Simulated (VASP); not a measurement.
Crystal: Co.

```
CELL_PARAMETERS angstrom
2.45613 0.00000 0.00000
-1.22807 2.12707 0.00000
0.00000 0.00000 3.97180
ATOMIC_POSITIONS crystal
Co 0.33333 0.66667 0.25000
Co 0.66667 0.33333 0.75000
```

Base run:

| Property | Result |
| --- | --- |
| Program | VASP 6.6.1 |
| Functional | PBEsol |
| Potentials or basis | VASP PAW PBE potentials, release 64 (Co) |
| Cutoff | 520 eV |
| k mesh | 12 × 12 × 7 |
| Occupations | fermi-dirac, width 0.05 eV |
| Spin | collinear spin, ferromagnetic start |
| Starting moments | [1.6, 1.6] μB |

Its results: pressure -1.1 GPa; net moment 3.12 μB per cell; site moments Co +1.57 μB.

Problem. The run is repeated on the same cell with these changes: functional from PBEsol to r2SCAN. What comes out?

Solution. Pressure 5.8 GPa; net moment 3.46 μB per cell; site moments Co +1.78 μB.

Caveats: the PAW data sets were made with another functional, which shifts forces and pressure a little.
